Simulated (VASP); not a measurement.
# Zn (P6_3/mmc) in VASP: single point with PBE

Aim: the single point of Zn with PBE.

All numbers are computed with VASP 6.6.1; they aren't measurements. Logs are shortened: lines on timing, memory, paths and dates and some standing lists are left out, and cuts for length are marked.

**1. The cell of the first run**

It takes space group P6_3/mmc (No. 194, hexagonal). The conventional cell has a = 2.665 Å, b = 2.665 Å, c = 4.947 Å, α = 90.00°, β = 90.00°, γ = 120.00°. Within 3.5 Å of Zn (site symmetry -6m2) lie 12 Zn at 2.66 to 2.91 Å.

**2. Single point, PBE**

File INCAR:

```
PREC = Accurate
ENCUT = 520
EDIFF = 1E-6
ISMEAR = -1
SIGMA = 0.03
LREAL = False
LASPH = True
NELM = 60
ALGO = Normal
ISIF = 2
LWAVE = False
LCHARG = True
GGA = PE
LELF = True
LVHAR = True
NBANDS = 19
```

File KPOINTS:

```
Automatic mesh
0
Gamma
  18 18 8
```

File POSCAR:

```
Zn
1.0
    2.6647980532      0.0000000000      0.0000000000
   -1.3323990266      2.3077828100      0.0000000000
    0.0000000000      0.0000000000      4.9467000000
Zn
2
Direct
    0.3333333333      0.6666666667      0.2500000000
    0.6666666667      0.3333333333      0.7500000000
```

Potentials or basis: VASP PAW PBE potentials, release 64 (Zn).

Started as:

```sh
> cat potpaw_PBE.64/Zn/POTCAR > POTCAR
> mpirun -np 1 vasp_std > vasp.out
```

OUTCAR:

```text
PREC = Accurate
   ENCUT = 520
   EDIFF = 1E-6
   ISMEAR = -1
   LREAL = False
   LASPH = True
   NELM = 60
   ISIF = 2
   GGA = PE

 ion  position               nearest neighbor table
   1  0.333  0.667  0.250-   2 2.91   2 2.91   2 2.91   2 2.91   2 2.91   2 2.91
   2  0.667  0.333  0.750-   1 2.91   1 2.91   1 2.91   1 2.91   1 2.91   1 2.91

  LATTYP: Found a hexagonal cell.
 ALAT       =     2.6647980532
 C/A-ratio  =     1.8563132745

  Lattice vectors:

 A1 = (   2.6647980532,   0.0000000000,   0.0000000000)
 A2 = (  -1.3323990266,   2.3077828100,   0.0000000000)
 A3 = (   0.0000000000,   0.0000000000,   4.9467000000)

Analysis of symmetry for initial positions (statically):
=====================================================================
 Subroutine PRICEL returns:
 Original cell was already a primitive cell.

 Routine SETGRP: Setting up the symmetry group for a
 hexagonal supercell.

 Subroutine GETGRP returns: Found 24 space group operations
 (whereof 12 operations were pure point group operations)
 out of a pool of 24 trial point group operations.

The static configuration has the point symmetry D_3d.
 The point group associated with its full space group is D_6h.

Analysis of symmetry for dynamics (positions and initial velocities):
=====================================================================
 Subroutine PRICEL returns:
 Original cell was already a primitive cell.

 Routine SETGRP: Setting up the symmetry group for a
 hexagonal supercell.

 Subroutine GETGRP returns: Found 24 space group operations
 (whereof 12 operations were pure point group operations)
 out of a pool of 24 trial point group operations.

The dynamic configuration has the point symmetry D_3d.
 The point group associated with its full space group is D_6h.

 Subroutine INISYM returns: Found 24 space group operations
 (whereof 12 operations are pure point group operations),
 and found     1 'primitive' translations

----------------------------------------------------------------------------------------

                                     Primitive cell

  volume of cell :      30.4211

  direct lattice vectors                    reciprocal lattice vectors
     2.664798053  0.000000000  0.000000000     0.375262958  0.216658170  0.000000000
    -1.332399027  2.307782810  0.000000000     0.000000000  0.433316340  0.000000000
     0.000000000  0.000000000  4.946700000     0.000000000  0.000000000  0.202154972

  length of vectors
     2.664798053  2.664798053  4.946700000     0.433316340  0.433316340  0.202154972

  position of ions in fractional coordinates (direct lattice)
     0.333333333  0.666666667  0.250000000
     0.666666667  0.333333333  0.750000000

  ion indices of the primitive-cell ions
   primitive index   ion index
                 1           1
                 2           2

----------------------------------------------------------------------------------------

 KPOINTS: Automatic mesh

Automatic generation of k-mesh.
 Grid dimensions read from file:
 generate k-points for:   18   18    8

 Generating k-lattice:

  Cartesian coordinates                     Fractional coordinates (reciprocal lattice)
     0.020847942  0.012036565  0.000000000     0.055555556  0.000000000  0.000000000
     0.000000000  0.024073130  0.000000000     0.000000000  0.055555556  0.000000000
     0.000000000  0.000000000  0.025269372     0.000000000  0.000000000  0.125000000

  Length of vectors
     0.024073130  0.024073130  0.025269372

  Shift w.r.t. Gamma in fractional coordinates (k-lattice)
     0.000000000  0.000000000  0.000000000

 Subroutine IBZKPT returns following result:
 ===========================================

 Found    185 irreducible k-points:

 Following reciprocal coordinates:
            Coordinates               Weight
  0.000000  0.000000  0.000000      1.000000
  0.055556 -0.000000  0.000000      6.000000
  0.111111 -0.000000  0.000000      6.000000
  0.166667 -0.000000  0.000000      6.000000
  0.222222 -0.000000  0.000000      6.000000
  0.277778 -0.000000  0.000000      6.000000
[... 16 lines left out ...]
  0.333333  0.111111  0.000000     12.000000
  0.388889  0.111111  0.000000     12.000000
 [... further k-points ...]
   k-points           NKPTS =    185   k-points in BZ     NKDIM =    185   number of bands    NBANDS=     19
   number of dos      NEDOS =    301   number of ions     NIONS =      2
   total plane-waves  NPLWV =  16000
   dimension x,y,z NGX =    20 NGY =   20 NGZ =   40
   dimension x,y,z NGXF=    40 NGYF=   40 NGZF=   80
   ions per type =               2
   NGX,Y,Z   is equivalent  to a cutoff of  12.48, 12.48, 13.44 a.u.
   NGXF,Y,Z  is equivalent  to a cutoff of  24.95, 24.95, 26.89 a.u.
 SYSTEM =  unknown system
   PREC   = accura    normal or accurate (medium, high low for compatibility)
   ISTART =      0    job   : 0-new  1-cont  2-samecut
   ICHARG =      2    charge: 1-file 2-atom 10-const
   ISPIN  =      1    spin polarized calculation?
   LNONCOLLINEAR =      F non collinear calculations
   LSORBIT =      F    spin-orbit coupling
   LASPH  =      T    aspherical Exc in radial PAW
   ENCUT  =  520.0 eV  38.22 Ry    6.18 a.u.   4.95  4.95  9.20*2*pi/ulx,y,z
   NELM   =     60;   NELMIN=  2; NELMDL= -5     # of ELM steps
   EDIFF  = 0.1E-05   stopping-criterion for ELM
   LREAL  =      F    real-space projection
[... 7 lines left out ...]
   TEBEG  =    0.0;   TEEND  =   0.0 temperature during run
   PSTRESS=    0.0 pullay stress
   NELECT =      24.0000    total number of electrons
   NUPDOWN=      -1.0000    fix difference up-down
   EMIN   =  10.00;   EMAX   =-10.00  energy-range for DOS
   EFERMI =   0.00;   METHOD = LEGACY
   ISMEAR =    -1;   SIGMA  =   0.03  broadening in eV -4-tet -1-fermi 0-gaus
   EFERMI_NEDOS =   21; number of points for ismear=-14 and -15
   IALGO  =     38    algorithm
   IMIX   =      4    mixing-type and parameters
     AMIX     =   0.40;   BMIX     =  1.00
     AMIX_MAG =   1.60;   BMIX_MAG =  1.00
  volume/ion in A,a.u.               =      15.21       102.65
  Fermi-wavevector in a.u.,A,eV,Ry     =   1.512703  2.858594 31.133805  2.288270
  Thomas-Fermi vector in A             =   2.622592
   LORBIT       =      0    0 simple, 1 ext, 2 COOP (PROOUT), +10 PAW based schemes
   GGA     = PE    functional components
   LHFCALC =     F    Hartree Fock is set to
   AEXX    =    0.0000 exact exchange contribution
   IVDW    =     0    specifies the selected vdW correction
   LEPSILON=     F    determine dielectric tensor
   LRPA    =     F    only Hartree local field effects (RPA)
 non-spin polarized calculation
  energy-cutoff  :      520.00
  volume of cell :       30.42
 maximum number of plane-waves:       855
 NGX is ok and might be reduce to    20
   NGX =  9   NGY =  9   NGZ = 19

 number of electron      24.0000012 magnetization

 Free energy of the ion-electron system (eV)
  ---------------------------------------------------
  ext. energy  EPLUGINS =         0.00000000
  ---------------------------------------------------
  free energy    TOTEN  =        -2.21545557 eV

  energy without entropy =       -2.21396771  energy(sigma->0) =       -2.21471164

 E-fermi :   3.2697     XC(G=0): -11.5518

 val. band max:        3.2529624438   @ k =   0.3333   0.3333   0.0000
 cond. band min:       3.2886994887   @ k =   0.3333   0.2222   0.2500
 fundamental gap:      0.0357370450
 Fermi energy:         3.2697104280

 k-point     1 :       0.0000    0.0000    0.0000
  band No.  band energies     occupation
      1      -7.2895      2.00000
      2      -5.4962      2.00000
      3      -4.8017      2.00000
      4      -4.5736      2.00000
      5      -4.5736      2.00000
      6      -4.5237      2.00000
[... 11 lines left out ...]
     18      22.1825      0.00000
     19      22.1830      0.00000

 k-point     2 :       0.0556   -0.0000    0.0000
  band No.  band energies     occupation
      1      -7.1978      2.00000
      2      -5.4562      2.00000
      3      -4.7922      2.00000
      4      -4.5827      2.00000
      5      -4.5521      2.00000
      6      -4.5337      2.00000
[... 11 lines left out ...]
     18      21.3432      0.00000
     19      23.0308      0.00000

 k-point     3 :       0.1111   -0.0000    0.0000
  band No.  band energies     occupation
      1      -6.9262      2.00000
      2      -5.3471      2.00000
      3      -4.7708      2.00000
      4      -4.6031      2.00000
      5      -4.5540      2.00000
      6      -4.4895      2.00000
[... 11 lines left out ...]
     18      20.6944      0.00000
     19      22.2303      0.00000

 k-point     4 :       0.1667   -0.0000    0.0000
  band No.  band energies     occupation
      1      -6.4892      2.00000
      2      -5.2064      2.00000
      3      -4.7537      2.00000
      4      -4.6300      2.00000
      5      -4.5345      2.00000
      6      -4.4328      2.00000
[... 11 lines left out ...]
     18      19.4137      0.00000
     19      20.3791      0.00000

 k-point     5 :       0.2222   -0.0000    0.0000
  band No.  band energies     occupation
      1      -5.9362      2.00000
      2      -5.1105      2.00000
      3      -4.7145      2.00000
      4      -4.6407      2.00000
      5      -4.6087      2.00000
      6      -4.4195      2.00000
[... 11 lines left out ...]
     18      18.7871      0.00000
     19      19.0770      0.00000
[... 334 lines left out ...]
      2      -5.0129      2.00000
      3      -4.7806      2.00000
      4      -4.6860      2.00000
      5      -4.6224      2.00000
      6      -4.4812      2.00000
[... 11 lines left out ...]
     18      17.5179      0.00000
     19      18.5870      0.00000

 k-point    22 :       0.2778    0.1111    0.0000
  band No.  band energies     occupation
      1      -5.1130      2.00000
      2      -5.0514      2.00000
      3      -4.8909      2.00000
      4      -4.5544      2.00000
      5      -4.5246      2.00000
      6      -4.4716      2.00000
[... 11 lines left out ...]
     18      16.8694      0.00000
     19      18.0844      0.00000

 k-point    23 :       0.3333    0.1111    0.0000
  band No.  band energies     occupation
      1      -5.1566      2.00000
      2      -5.0739      2.00000
      3      -4.9701      2.00000
      4      -4.5545      2.00000
      5      -4.4777      2.00000
      6      -4.4169      2.00000
[... 11 lines left out ...]
     18      16.3876      0.00000
     19      17.6959      0.00000

 k-point    24 :       0.3889    0.1111    0.0000
  band No.  band energies     occupation
      1      -5.1965      2.00000
      2      -5.0983      2.00000
      3      -5.0173      2.00000
      4      -4.5704      2.00000
      5      -4.4540      2.00000
      6      -4.4292      2.00000
[... 11 lines left out ...]
     18      16.0909      0.00000
     19      17.4571      0.00000

 [... further k-points ...]

------------------------ aborting loop because EDIFF is reached ----------------------------------------

  FORCE on cell =-STRESS in cart. coord.  units (eV):
  Direction    XX          YY          ZZ          XY          YZ          ZX
  --------------------------------------------------------------------------------------
  -------------------------------------------------------------------------------------
  Total       -0.0676597     -0.0676597      0.1262715      0.0000000      0.0000000      0.0000000
  in kB       -3.5634109     -3.5634109      6.6502988      0.0000000      0.0000000      0.0000000
  external PRESSURE =      -0.1588410 kB  Pullay stress =       0.0000000 kB

 VOLUME and BASIS-vectors are now :
 -----------------------------------------------------------------------------
  energy-cutoff  :      520.00
  volume of cell :       30.42
      direct lattice vectors                 reciprocal lattice vectors
     2.664798053  0.000000000  0.000000000     0.375262958  0.216658170  0.000000000
    -1.332399027  2.307782810  0.000000000     0.000000000  0.433316340  0.000000000
     0.000000000  0.000000000  4.946700000     0.000000000  0.000000000  0.202154972

 POSITION                                       TOTAL-FORCE (eV/Angst)
 -----------------------------------------------------------------------------------
     -0.00000      1.53852      1.23667        -0.000000      0.000000      0.000000
      1.33240      0.76926      3.71002         0.000000     -0.000000      0.000000
 -----------------------------------------------------------------------------------
    total drift:                               -0.000000      0.000000      0.000000

  FREE ENERGIE OF THE ION-ELECTRON SYSTEM (eV)
  ---------------------------------------------------
  free  energy   TOTEN  =        -2.2154555667 eV

  energy  without entropy=       -2.2139677085  energy(sigma->0) =       -2.21471164
```

Run time: 1.7 min. Hardware: 1 thread of Intel Xeon 8259CL, shared host; peak memory 0.21 GiB.

Results:

```yaml
Free_energy: -2.2155 eV
Pressure: 0.0 GPa
Band_gap_on_the_k_mesh: zero (bands 12 and 13 overlap by 4.66 eV)
```

Levels at points of the mesh, in eV from the Fermi level:
```
           k point  band 10  band 11  band 12  band 13  band 14  band 15
(0.00, 0.00, 0.00)    -7.26    -7.26    -3.79    -3.20    13.46    17.09
(0.50, 0.00, 0.00)    -7.06    -3.00    -2.33     2.46     3.38     3.93
(0.00, 0.00, 0.50)    -7.34    -7.34    -7.34     4.43     4.43    18.55
(0.50, 0.00, 0.50)    -7.07    -2.02    -2.02    -0.04    -0.04     9.98
```
